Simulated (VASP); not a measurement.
Wanted: the native input for a VASP 6.6.1 run.

| Property | Result |
| --- | --- |
| Task | single point |
| Functional | LDA |
| Potentials or basis | VASP PAW LDA potentials, release 64 (Si) |
| Cutoff | 520 eV |
| k mesh | 16 × 16 × 16 |
| Occupations | fermi-dirac, width 0.1 eV |
| Spin | no spin polarisation |
| Dipole correction | no |
| Further INCAR settings | ALGO = Normal; EDIFF = 1e-07; NBANDS = 8 |

The structure of Si lies in POSCAR:

```
Si
1.0
    0.0000000000      1.9569967505      1.9569967505
    1.9569967505      0.0000000000      1.9569967505
    1.9569967505      1.9569967505      0.0000000000
Si
1
Direct
    0.0000000000      0.0000000000      0.0000000000
```

This cell differs from its parent crystal: volume scaled by 1.08.

These files were run (other wordings do the same):

INCAR

```
SYSTEM = Si
ALGO     = Normal         ! electronic algorithm
EDIFF    = 1E-7           ! SCF threshold, eV
ENCUT    = 520            ! plane-wave cutoff, eV
GGA      = CA             ! functional
ISIF     = 2              ! what is computed and relaxed
ISMEAR   = -1             ! smearing method
LASPH    = .TRUE.         ! aspherical terms in the spheres
LCHARG   = .FALSE.        ! write CHGCAR
LREAL    = .FALSE.        ! projectors in reciprocal space
LWAVE    = .FALSE.        ! write WAVECAR
NBANDS   = 8              ! bands
NELM     = 60             ! most SCF steps
PREC     = Accurate       ! precision mode
SIGMA    = 0.1            ! smearing width, eV
```

KPOINTS

```
k-points
0
G
  16 16 16
  0 0 0
```

Potentials or basis: VASP PAW LDA potentials, release 64 (Si).

The run is started by

```sh
$ cat potpaw_LDA.64/Si/POTCAR > POTCAR
$ mpirun -np 1 vasp_std > vasp.out
```

It gave:

```json
{"Pressure": "-5.8 GPa", "Band gap on the k mesh": "zero (band 2 reaches 20.21 eV, above the bottom of band 3 at 6.71 eV)"}
```

Wall time 8.6 s on 1 thread of AMD EPYC 9R45 96-Core Processor (Zen 5) (shared host), peak memory 0.1 GiB.
